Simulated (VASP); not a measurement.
Write the native input for VASP 6.6.1 that does the following.

| Property | Result |
| --- | --- |
| Task | single point |
| Functional | LDA |
| Potentials or basis | VASP PAW LDA potentials, release 64 (Mg, O) |
| Cutoff | 520 eV |
| k mesh | 8 × 8 × 2 |
| Occupations | gaussian, width 0.05 eV |
| Spin | no spin polarisation |
| Dipole correction | no |
| Further INCAR settings | ALGO = Normal; EDIFF = 1e-06; NBANDS = 36 |

The structure of MgO lies in POSCAR:

```
MgO
1.0
   -3.4517839558      0.0000000000      0.0000000000
   -1.7258919779     -2.9893325941      0.0000000000
    0.0000000000      0.0000000000     12.4189476803
Mg O
6 6
Direct
    0.6666666667      0.6666666667      0.2500000000
    0.6666666667      0.6666666667      0.5833333333
    0.6666666667      0.6666666667      0.9166666667
    0.3333333333      0.3333333333      0.0833333333
    0.3333333333      0.3333333333      0.4166666667
    0.3333333333      0.3333333333      0.7500000000
    0.6666666667      0.6666666667      0.0833333333
    0.6666666667      0.6666666667      0.4166666667
    0.6666666667      0.6666666667      0.7500000000
    0.3333333333      0.3333333333      0.2500000000
    0.3333333333      0.3333333333      0.5833333333
    0.3333333333      0.3333333333      0.9166666667
```

One way to write it, as run:

INCAR

```
SYSTEM = MgO
ALGO     = Normal         ! electronic algorithm
EDIFF    = 1E-6           ! SCF threshold, eV
ENCUT    = 520            ! plane-wave cutoff, eV
GGA      = CA             ! functional
ISIF     = 2              ! what is computed and relaxed
ISMEAR   = 0              ! smearing method
LASPH    = .True.         ! aspherical terms in the spheres
LCHARG   = .False.        ! write CHGCAR
LREAL    = .False.        ! projectors in reciprocal space
LWAVE    = .False.        ! write WAVECAR
NBANDS   = 36             ! bands
NELM     = 100            ! most SCF steps
PREC     = Accurate       ! precision mode
SIGMA    = 0.05           ! smearing width, eV
```

KPOINTS

```
k-points
0
Gamma
  8 8 2
  0 0 0
```

Potentials or basis: VASP PAW LDA potentials, release 64 (Mg, O).

Command:

```bash
$ cat potpaw_LDA.64/Mg/POTCAR potpaw_LDA.64/O/POTCAR > POTCAR
$ mpirun -np 1 vasp_std > vasp.out
```

Results of the run:

The pressure is -1.9 GPa and the band gap on the k mesh is 3.48 eV.

Wall time 73 s on 1 thread of Intel(R) Xeon(R) Platinum 8259CL CPU @ 2.50GHz (Skylake/Cascade Lake), on a shared host, peak memory 0.24 GiB.
